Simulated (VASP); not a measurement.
# Au: single point with PBEsol

The system is Au.

```
Au
1.0
     0.00000    2.04336    2.04336
     2.04336    0.00000    2.04336
     2.04336    2.04336    0.00000
Au
1
Direct
  0.00000 0.00000 0.00000
```

```
Program                : VASP 6.6.1
Task                   : single point
Functional             : PBEsol
Potentials or basis    : VASP PAW PBE potentials, release 64 (Au)
Cutoff                 : 500 eV
k mesh                 : 10 × 10 × 10
Occupations            : gaussian, width 0.1 eV
Spin                   : no spin polarisation
Dipole correction      : no
Further INCAR settings : ALGO = Normal; EDIFF = 1e-06; NBANDS = 12
```

The pressure is -0.3 GPa.

Levels at points of the mesh, in eV from the Fermi level:
```tsv
k point	band 3	band 4	band 5	band 6	band 7	band 8	band 9	band 10
(0.00, 0.00, 0.00)	-4.64	-4.64	-3.11	-3.11	14.53	18.52	18.52	18.52
(0.50, 0.00, 0.00)	-4.68	-1.91	-1.91	-0.99	3.08	13.97	17.11	17.11
(0.50, 0.50, 0.00)	-1.95	-1.59	-1.59	0.99	5.76	9.98	9.98	17.18
```

Wall time 15 s on 1 thread of Intel Xeon 8259CL, on a shared host, peak memory 0.14 GiB.

Caveat: the PAW data sets were made with another functional, which shifts forces and pressure a little; spin-orbit coupling is left out, which moves the levels of the heavy elements.
